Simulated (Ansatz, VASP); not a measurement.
## NbAs in VASP and in Ansatz

The input POSCAR:

```
NbAs
1.0
    0.0000000000      2.6293547051      2.6293547051
    2.6293547051      0.0000000000      2.6293547051
    2.6293547051      2.6293547051      0.0000000000
Nb As
1 1
Direct
    0.5000000000      0.5000000000      0.5000000000
    0.0000000000      0.0000000000      0.0000000000
```

File INCAR.step1:

```
SYSTEM = NbAs
PREC = Accurate
ENCUT = 520
ISMEAR = 0
SIGMA = 0.05
LREAL = .False.
LASPH = .True.
NELM = 60
NBANDS = 16
GGA = PE
ALGO = Normal
EDIFF = 1E-4
LWAVE = .True.
LCHARG = .False.
```

INCAR.step2

```
SYSTEM = NbAs
PREC = Accurate
ENCUT = 520
EDIFF = 1E-7
ISMEAR = 0
SIGMA = 0.05
LREAL = .False.
LASPH = .True.
NELM = 60
ALGO = Normal
ISIF = 2
LWAVE = .False.
LCHARG = .False.
METAGGA = R2SCAN
LMIXTAU = .True.
NBANDS = 16
ISTART = 1
```

KPOINTS

```
regular mesh
0
Gamma
  12 12 12
  0 0 0
```

Input for Ansatz:

```yaml
crystal:
  lattice:
    - [0.0, 2.6293547051, 2.6293547051]
    - [2.6293547051, 0.0, 2.6293547051]
    - [2.6293547051, 2.6293547051, 0.0]
  atoms:
    - { symbol: Nb, position: [0.5, 0.5, 0.5] }
    - { symbol: As, position: [0.0, 0.0, 0.0] }
basis:
  ecutwfc: 500
  ecutrho_ratio: 4
kpoints:
  mp_grid: { grid: [12, 12, 12] }
hamiltonian:
  xc: r2scan
scf:
  occupations: { method: gaussian, width: 0.05 }
output:
  forces: true
  stress: true
  eigenvalues: true
```

Alike in both runs: task single point; functional r2SCAN; k mesh 12 × 12 × 12; occupations gaussian, width 0.05 eV; no spin polarisation.

```csv
,VASP,Ansatz
version,VASP 6.6.1,Ansatz 0.2.0
potentials or method,"VASP PAW PBE potentials, release 64 (Nb_sv, As), cutoff 520 eV","scalar-relativistic, plane waves, PAW"
valence electrons in the cell,18,28
```

|  | VASP | Ansatz | Ansatz less VASP |
| --- | --- | --- | --- |
| gap on the k mesh at the Fermi level (eV) | none | none | - |
| pressure (GPa) | 0.0 | 0.0 | +0.04 |

VASP's potentials were made for PBE, not for r2SCAN. A gap of «none» marks a metal or a gap that the smearing closes. VASP's potentials hold 18 valence electrons a cell and Ansatz's 28, so a difference there can come from the potentials and not from the codes.
